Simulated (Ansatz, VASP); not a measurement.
**One calculation of In, two programs**

The input INCAR:

```
PREC = Accurate
ENCUT = 520
EDIFF = 1E-6
ISMEAR = -1
SIGMA = 0.05
LREAL = F
LASPH = T
NELM = 80
ALGO = Normal
ISIF = 2
LWAVE = F
LCHARG = F
GGA = PS
NBANDS = 12
```

KPOINTS

```
regular mesh
0
Gamma
  14 14 14
```

File POSCAR:

```
In
1.0
    2.7367835275      0.0000000000      0.0000000000
    0.0000000000      2.7367835275      0.0000000000
    0.0000000000      0.0000000000      2.7367835275
In
1
Direct
    0.0000000000      0.0000000000      0.0000000000
```

Input for Ansatz:

```yaml
crystal:
  lattice:
    - [2.7367835275, 0.0, 0.0]
    - [0.0, 2.7367835275, 0.0]
    - [0.0, 0.0, 2.7367835275]
  atoms:
    - { symbol: In, position: [0.0, 0.0, 0.0] }
kpoints:
  mp_grid: { grid: [14, 14, 14] }
scf:
  occupations: { method: fermi_dirac, width: 0.05 }
hamiltonian:
  xc: pbesol
  pseudopotentials: { kind: all_electron, lapw: { basis_error: 0.001 } }
output:
  forces: true
  stress: true
  eigenvalues: true
  populations: true
```

Change from the starting cell: volume scaled by 0.75, LAPW.

Alike in both runs: task single point; functional PBEsol; k mesh 14 × 14 × 14; occupations fermi-dirac, width 0.05 eV; no spin polarisation.

```csv
,VASP,Ansatz
version,VASP 6.6.1,Ansatz 0.2.0
potentials or method,"VASP PAW PBE potentials, release 64 (In_d), cutoff 520 eV","all-electron LAPW, scalar-relativistic"
```

```csv
,VASP,Ansatz,Ansatz less VASP
pressure (GPa),24.4,24.4,-0.05
```

VASP's potentials were made for PBE, not for PBEsol. Ansatz ran all-electron here, and VASP with PAW potentials.
